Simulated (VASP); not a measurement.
# Se (Pm-3n) in VASP: further runs, part 2 of 2

VASP 6.6.1. The steps go on from the part before.

**3. Single point, PBE**

This run uses another cell than the first one, of 26.73 Å³/atom.

Contents of INCAR:

```
SYSTEM = Se
PREC     = Accurate       ! precision mode
ENCUT    = 520            ! plane-wave cutoff, eV
EDIFF    = 1E-6           ! SCF threshold, eV
ISMEAR   = 0              ! smearing method
SIGMA    = 0.1            ! smearing width, eV
LREAL    = .FALSE.        ! projectors in reciprocal space
LASPH    = .TRUE.         ! aspherical terms in the spheres
NELM     = 80             ! most SCF steps
ALGO     = Normal         ! electronic algorithm
ISIF     = 2              ! what is computed and relaxed
LWAVE    = .FALSE.        ! write WAVECAR
LCHARG   = .TRUE.         ! write CHGCAR
GGA      = PE             ! functional
LELF     = .TRUE.         ! ELF
LVHAR    = .TRUE.       
NBANDS   = 34             ! bands
```

Contents of KPOINTS:

```
Automatic mesh
0
G
  4 4 4
  0 0 0
```

Contents of POSCAR:

```
Se
1.0
    5.9801658726      0.0000000000      0.0000000000
    0.0000000000      5.9801658726      0.0000000000
    0.0000000000      0.0000000000      5.9801658726
Se
8
Direct
    0.5000000000      0.5000000000      0.5000000000
    0.0000000000      0.0000000000      0.0000000000
    0.2500000000      0.0000000000      0.5000000000
    0.5000000000      0.2500000000      0.0000000000
    0.5000000000      0.7500000000      0.0000000000
    0.7500000000      0.0000000000      0.5000000000
    0.0000000000      0.5000000000      0.7500000000
    0.0000000000      0.5000000000      0.2500000000
```

Potentials or basis: VASP PAW PBE potentials, release 64 (Se).

Launch:

```
> cat potpaw_PBE.64/Se/POTCAR > POTCAR
> mpirun -np 1 vasp_std > vasp.out
```

OUTCAR:

```text
SYSTEM = Se
   PREC = Accurate
   ENCUT = 520
   EDIFF = 1E-6
   ISMEAR = 0
   LREAL = .FALSE.
   LASPH = .TRUE.
   NELM = 80
   ISIF = 2
   GGA = PE

 ion  position               nearest neighbor table
   1  0.500  0.500  0.500-
   2  0.000  0.000  0.000-
   3  0.250  0.000  0.500-
   4  0.500  0.250  0.000-
   5  0.500  0.750  0.000-
[... 569 lines left out ...]
  -------------------------------------------------------------------------------------
  Total      -12.1045754    -12.1045754    -12.1045754     -0.0000000      0.0000000      0.0000000
  in kB      -90.6818667    -90.6818667    -90.6818667     -0.0000000      0.0000000      0.0000000
  external PRESSURE =     -90.6818667 kB  Pullay stress =       0.0000000 kB

 VOLUME and BASIS-vectors are now :
 -----------------------------------------------------------------------------
  energy-cutoff  :      520.00
  volume of cell :      213.86
      direct lattice vectors                 reciprocal lattice vectors
     5.980165873  0.000000000  0.000000000     0.167219442  0.000000000  0.000000000
     0.000000000  5.980165873  0.000000000     0.000000000  0.167219442  0.000000000
     0.000000000  0.000000000  5.980165873     0.000000000  0.000000000  0.167219442

 POSITION                                       TOTAL-FORCE (eV/Angst)
 -----------------------------------------------------------------------------------
      2.99008      2.99008      2.99008         0.000000     -0.000000      0.000000
      0.00000      0.00000      0.00000         0.000000     -0.000000      0.000000
      1.49504      0.00000      2.99008        -0.000000     -0.000000      0.000000
      2.99008      1.49504      0.00000        -0.000000     -0.000000     -0.000000
      2.99008      4.48512      0.00000         0.000000      0.000000      0.000000
      4.48512      0.00000      2.99008         0.000000      0.000000     -0.000000
      0.00000      2.99008      4.48512        -0.000000      0.000000     -0.000000
      0.00000      2.99008      1.49504         0.000000      0.000000      0.000000
 -----------------------------------------------------------------------------------
    total drift:                                0.000000     -0.000000      0.000000

  FREE ENERGIE OF THE ION-ELECTRON SYSTEM (eV)
  ---------------------------------------------------
  free  energy   TOTEN  =       -20.2741489875 eV

  energy  without entropy=      -20.1874498891  energy(sigma->0) =      -20.23079944
```

stdout:

```text
POSCAR found type information on POSCAR Se
 POSCAR found :  1 types and       8 ions
 scaLAPACK will be used
 LDA part: xc-table for (Slater+PW92), standard interpolation
 POSCAR, INCAR and KPOINTS ok, starting setup
 FFT: planning ... GRIDC
 FFT: planning ... GRID_SOFT
 FFT: planning ... GRID
 WAVECAR not read
 entering main loop
```

It took 2.4 min on 1 thread of Oxide Virtual Turin-like, shared host; peak memory 0.29 GiB.

Results:

```
Free energy            : -20.2741 eV
Pressure               : -9.1 GPa
Band gap on the k mesh : zero (bands 24 and 25 overlap by 0.64 eV)
```

Caveat: the cell stands under tension.

**4. Single point, PBE**

This run uses another cell than the first one, of 20.79 Å³/atom.

Contents of INCAR:

```
SYSTEM = Se
  PREC = Accurate
  ENCUT = 520
  EDIFF = 1E-7
  ISMEAR = 0
  SIGMA = 0.1
  LREAL = .FALSE.
  LASPH = .TRUE.
  NELM = 100
  ALGO = Fast
  ISIF = 2
  LWAVE = .FALSE.
  LCHARG = .FALSE.
  GGA = PE
  NBANDS = 34
```

Contents of KPOINTS:

```
regular mesh
0
G
  8 8 8
  0 0 0
```

POSCAR, as its differences from that of step 3:

```diff
@@ -2,5 +2,5 @@
 1.0
-    5.9801658726      0.0000000000      0.0000000000
-    0.0000000000      5.9801658726      0.0000000000
-    0.0000000000      0.0000000000      5.9801658726
+    5.4991160783      0.0000000000      0.0000000000
+    0.0000000000      5.4991160783      0.0000000000
+    0.0000000000      0.0000000000      5.4991160783
 Se
```

Launch:

```
> cat potpaw_PBE.64/Se/POTCAR > POTCAR
> mpirun -np 1 vasp_std > vasp.out
```

It took 5.4 min on 1 thread of Oxide Virtual Turin-like, shared host; peak memory 0.3 GiB.

The run converged. Its results:

| Property | Result |
| --- | --- |
| Free energy | -21.9167 eV |
| Pressure | 0.0 GPa |
| Band gap on the k mesh | zero (bands 24 and 25 overlap by 1.46 eV) |

Levels at points of the mesh, in eV from the Fermi level:
```csv
k point,band 20,band 21,band 22,band 23,band 24,band 25,band 26,band 27,band 28,band 29
"(0.00, 0.00, 0.00)",-2.18,-0.18,-0.18,-0.18,0.17,0.17,0.17,1.56,1.56,1.56
"(0.50, 0.00, 0.00)",-1.35,-1.15,-1.15,-0.46,-0.46,0.21,0.21,1.48,1.48,1.84
"(0.50, 0.50, 0.00)",-1.31,-1.19,-0.57,-0.22,-0.22,0.35,0.35,0.49,0.52,0.68
"(0.50, 0.50, 0.50)",-0.92,-0.92,-0.92,-0.76,-0.76,-0.76,-0.76,-0.28,-0.28,-0.28
```

**5. The runs side by side**

```tsv
cell	k mesh	gap on the mesh (eV)	pressure (GPa)
a = 5.508 Å, 8 atoms	4 × 4 × 4	none	0.0
a = 5.980 Å, 8 atoms	4 × 4 × 4	none	-9.1
a = 5.499 Å, 8 atoms	8 × 8 × 8	none	0.0
```

Alike in all rows: task single point; level PBE; potentials or basis VASP PAW PBE potentials, release 64 (Se); no spin polarisation; cutoff (eV) 520; smearing gaussian 0.1 eV.

Caveats: the cell stands under tension (at least some runs).

Total energies depend on the potentials used, so only differences within one code and one set of settings carry meaning.
